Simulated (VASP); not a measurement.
# AgCl in VASP: notebook, part 2 of 2

VASP 6.6.1.

**4. Single point, PBE (strain -0.080 along x and y, -0.080 along z)**

INCAR

```
SYSTEM = AgCl
PREC     = Accurate       ! precision mode
ENCUT    = 520            ! plane-wave cutoff, eV
EDIFF    = 1E-6           ! SCF threshold, eV
ISMEAR   = 0              ! smearing method
SIGMA    = 0.05           ! smearing width, eV
LREAL    = .FALSE.        ! projectors in reciprocal space
LASPH    = .TRUE.         ! aspherical terms in the spheres
NELM     = 80             ! most SCF steps
ALGO     = Normal         ! electronic algorithm
ISIF     = 2              ! what is computed and relaxed
LWAVE    = .FALSE.        ! write WAVECAR
LCHARG   = .FALSE.        ! write CHGCAR
GGA      = PE             ! functional
NBANDS   = 16             ! bands
```

KPOINTS

```
regular mesh
0
G
  8 8 8
  0 0 0
```

POSCAR

```
AgCl
1.0
    0.0000000000      2.5815410227      2.5815410227
    2.5815410227      0.0000000000      2.5815410227
    2.5815410227      2.5815410227      0.0000000000
Ag Cl
1 1
Direct
    0.5000000000      0.5000000000      0.5000000000
    0.0000000000      0.0000000000      0.0000000000
```

Potentials or basis: VASP PAW PBE potentials, release 64 (Ag, Cl).

Run with:

```sh
cat potpaw_PBE.64/Ag/POTCAR potpaw_PBE.64/Cl/POTCAR > POTCAR
mpirun -np 1 vasp_std > vasp.out
```

OUTCAR:

```text
SYSTEM = AgCl
   PREC = Accurate
   ENCUT = 520
   EDIFF = 1E-6
   ISMEAR = 0
   LREAL = .FALSE.
   LASPH = .TRUE.
   NELM = 80
   ISIF = 2
   GGA = PE

 ion  position               nearest neighbor table
   1  0.500  0.500  0.500-   2 2.58   2 2.58   2 2.58   2 2.58   2 2.58   2 2.58
   2  0.000  0.000  0.000-   1 2.58   1 2.58   1 2.58   1 2.58   1 2.58   1 2.58

  LATTYP: Found a face centered cubic cell.
 ALAT       =     5.1630820454

  Lattice vectors:

 A1 = (   0.0000000000,   2.5815410227,   2.5815410227)
 A2 = (   2.5815410227,   0.0000000000,   2.5815410227)
 A3 = (   2.5815410227,   2.5815410227,   0.0000000000)

Analysis of symmetry for initial positions (statically):
=====================================================================
 Subroutine PRICEL returns:
 Original cell was already a primitive cell.

 Routine SETGRP: Setting up the symmetry group for a
 face centered cubic supercell.

 Subroutine GETGRP returns: Found 48 space group operations
 (whereof 48 operations were pure point group operations)
 out of a pool of 48 trial point group operations.

The static configuration has the point symmetry O_h .

Analysis of symmetry for dynamics (positions and initial velocities):
=====================================================================
 Subroutine PRICEL returns:
 Original cell was already a primitive cell.

 Routine SETGRP: Setting up the symmetry group for a
 face centered cubic supercell.

 Subroutine GETGRP returns: Found 48 space group operations
 (whereof 48 operations were pure point group operations)
 out of a pool of 48 trial point group operations.

The dynamic configuration has the point symmetry O_h .

 Subroutine INISYM returns: Found 48 space group operations
 (whereof 48 operations are pure point group operations),
 and found     1 'primitive' translations

[... 107 lines left out ...]
   EMIN   =  10.00;   EMAX   =-10.00  energy-range for DOS
   EFERMI =   0.00;   METHOD = LEGACY
   ISMEAR =     0;   SIGMA  =   0.05  broadening in eV -4-tet -1-fermi 0-gaus
   EFERMI_NEDOS =   21; number of points for ismear=-14 and -15
   IALGO  =     38    algorithm
   IMIX   =      4    mixing-type and parameters
     AMIX     =   0.40;   BMIX     =  1.00
     AMIX_MAG =   1.60;   BMIX_MAG =  1.00
  volume/ion in A,a.u.               =      17.20       116.10
  Fermi-wavevector in a.u.,A,eV,Ry     =   1.319097  2.492731 23.674357  1.740016
  Thomas-Fermi vector in A             =   2.449019
   LORBIT       =      0    0 simple, 1 ext, 2 COOP (PROOUT), +10 PAW based schemes
   GGA     = PE    functional components
   LHFCALC =     F    Hartree Fock is set to
   AEXX    =    0.0000 exact exchange contribution
   IVDW    =     0    specifies the selected vdW correction
   LEPSILON=     F    determine dielectric tensor
   LRPA    =     F    only Hartree local field effects (RPA)
 non-spin polarized calculation
 Gauss-broadening in eV      SIGMA  =   0.05
  energy-cutoff  :      520.00
  volume of cell :       34.41
 maximum number of plane-waves:       941
   NGX = 13   NGY = 13   NGZ = 13

 number of electron      18.0000006 magnetization

 Free energy of the ion-electron system (eV)
  ---------------------------------------------------
  ext. energy  EPLUGINS =         0.00000000
  ---------------------------------------------------
  free energy    TOTEN  =        -4.93089924 eV

  energy without entropy =       -4.93089924  energy(sigma->0) =       -4.93089924

 E-fermi :   7.1478     XC(G=0): -11.1310

 val. band max:        6.8897756252   @ k =   0.5000   0.0000   0.0000
 cond. band min:       7.8642376010   @ k =   0.0000   0.0000   0.0000
 fundamental gap:      0.9744619758
 Fermi energy:         7.1477689629

 k-point     1 :       0.0000    0.0000    0.0000
  band No.  band energies     occupation
      1      -9.9242      2.00000
      2       3.3528      2.00000
      3       3.3528      2.00000
      4       3.3528      2.00000
      5       3.4106      2.00000
      6       3.4106      2.00000
[... 433 lines left out ...]
      3       1.1587      2.00000
      4       1.2566      2.00000
      5       3.8716      2.00000
      6       3.9684      2.00000
[... 8 lines left out ...]
     15      21.0097      0.00000
     16      22.5993      0.00000

 [... further k-points ...]
[... 5 lines left out ...]
  --------------------------------------------------------------------------------------
  -------------------------------------------------------------------------------------
  Total        4.2880467      4.2880467      4.2880467     -0.0000000      0.0000000     -0.0000000
  in kB      199.6654847    199.6654847    199.6654847     -0.0000000      0.0000000     -0.0000000
  external PRESSURE =     199.6654847 kB  Pullay stress =       0.0000000 kB

 VOLUME and BASIS-vectors are now :
 -----------------------------------------------------------------------------
  energy-cutoff  :      520.00
  volume of cell :       34.41
      direct lattice vectors                 reciprocal lattice vectors
     0.000000000  2.581541023  2.581541023    -0.193682764  0.193682764  0.193682764
     2.581541023  0.000000000  2.581541023     0.193682764 -0.193682764  0.193682764
     2.581541023  2.581541023  0.000000000     0.193682764  0.193682764 -0.193682764

 POSITION                                       TOTAL-FORCE (eV/Angst)
 -----------------------------------------------------------------------------------
      2.58154      2.58154      2.58154         0.000000      0.000000      0.000000
      0.00000      0.00000      0.00000        -0.000000     -0.000000     -0.000000
 -----------------------------------------------------------------------------------
    total drift:                                0.000000      0.000000      0.000000

  FREE ENERGIE OF THE ION-ELECTRON SYSTEM (eV)
  ---------------------------------------------------
  free  energy   TOTEN  =        -4.9308992429 eV

  energy  without entropy=       -4.9308992429  energy(sigma->0) =       -4.93089924
```

Wall time 16 s (1 thread of AMD EPYC 7R43 (Zen 3), shared host); peak memory 0.13 GiB.

What came out:

| Property | Result |
| --- | --- |
| Free energy | -4.9309 eV |
| Pressure | 20.0 GPa |
| Band gap on the k mesh | 0.97 eV, indirect (least direct gap 3.55 eV) |

Levels at points of the mesh, in eV from the valence-band top:
| k point | band 6 | band 7 | band 8 | band 9 | band 10 | band 11 | band 12 | band 13 |
| --- | --- | --- | --- | --- | --- | --- | --- | --- |
| (0.00, 0.00, 0.00) | -3.48 | -3.29 | -3.29 | -3.29 | 0.97 | 10.73 | 10.73 | 10.73 |
| (0.50, 0.00, 0.00) | -2.92 | -2.46 | 0.00 | 0.00 | 3.55 | 7.15 | 7.15 | 7.87 |
| (0.50, 0.50, 0.00) | -3.17 | -2.72 | -2.72 | -2.42 | 1.95 | 7.70 | 9.39 | 12.69 |

Caveat: the cell differs from its parent crystal (strain -0.080 along x and y, -0.080 along z). A k mesh can miss the band edges.

**5. Overview**

```csv
cell,gap on the mesh (eV),pressure (GPa)
"a = 4.048, b = 4.048, c = 3.968 Å, angles 60.7, 60.7, 58.7°, 2 atoms",0.83,-1.5
"a = 4.207, b = 4.207, c = 4.127 Å, angles 60.6, 60.6, 58.7°, 2 atoms",0.93,-4.4
"a = 3.651 Å, angles 60.0°, 2 atoms",0.97,20.0
```

Alike in all rows: task single point; level PBE; potentials or basis VASP PAW PBE potentials, release 64 (Ag, Cl); no spin polarisation; k mesh 8 × 8 × 8; cutoff (eV) 520; smearing gaussian 0.05 eV.

Total energies depend on the potentials used, so only differences within one code and one set of settings carry meaning.
